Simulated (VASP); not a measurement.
Input of a VASP 6.6.1 run:

Contents of INCAR:

```
SYSTEM = Ca
PREC = Accurate ; ENCUT = 600
EDIFF = 1E-6 ; ISMEAR = 0
SIGMA = 0.1 ; LREAL = .FALSE.
LASPH = .TRUE. ; NELM = 80
ALGO = Normal ; ISIF = 3
LWAVE = .FALSE. ; LCHARG = .FALSE.
GGA = PE ; IBRION = 2
NSW = 90 ; EDIFFG = -0.04
```

Contents of KPOINTS:

```
regular mesh
0
G
  6 6 6
  0 0 0
```

Contents of POSCAR:

```
Ca
1.0
    2.4164811538      1.3951560447      4.4810745805
   -2.4164811538      1.3951560447      4.4810745805
    0.0000000000     -2.7903120893      4.4810745805
Ca
2
Direct
    0.2275400000      0.2275400000      0.2275400000
    0.7724600000      0.7724600000      0.7724600000
```

Potentials or basis: VASP PAW PBE potentials, release 64 (Ca_sv).

Command:

```bash
$ cat potpaw_PBE.64/Ca_sv/POTCAR > POTCAR
$ mpirun -np 1 vasp_std > vasp.out
```

Q: What does it give for the band gap on the k mesh?

A: Zero (bands 10 and 11 overlap by 0.21 eV).

Q: Predict the relaxed volume.

A: 41.90 Å³/atom.

Q: Predict the space group after relaxing (to 0.1 Å).

A: Fm-3m (No. 225).

Forces on the atoms (eV/Å):
```
Ca   0.000  0.000 -0.007
Ca   0.000  0.000  0.007
```

Caveat: a cell axis changed by over 15 % at a fixed basis, so the end point is rough.
